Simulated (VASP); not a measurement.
Here is a VASP 6.6.1 calculation.

Contents of INCAR:

```
SYSTEM = Ta
ALGO = Normal
EDIFF = 1E-6
ENCUT = 520
GGA = RE
ISIF = 2
ISMEAR = -1
LASPH = .True.
LCHARG = .False.
LREAL = .False.
LWAVE = .False.
NBANDS = 12
NELM = 80
PREC = Accurate
SIGMA = 0.05
```

File KPOINTS:

```
k-points
0
Gamma
  11 11 11
  0 0 0
```

Contents of POSCAR:

```
Ta
1.0
   -1.6512800000      1.6512800000      1.6512800000
    1.6512800000     -1.6512800000      1.6512800000
    1.6512800000      1.6512800000     -1.6512800000
Ta
1
Direct
    0.0000000000      0.0000000000      0.0000000000
```

Potentials or basis: VASP PAW PBE potentials, release 64 (Ta_pv).

Command:

```bash
$ cat potpaw_PBE.64/Ta_pv/POTCAR > POTCAR
$ mpirun -np 1 vasp_std > vasp.out
```

Q: Estimate the pressure.

A: 5.2 GPa.

Caveat: the PAW data sets were made with another functional, which shifts forces and pressure a little.
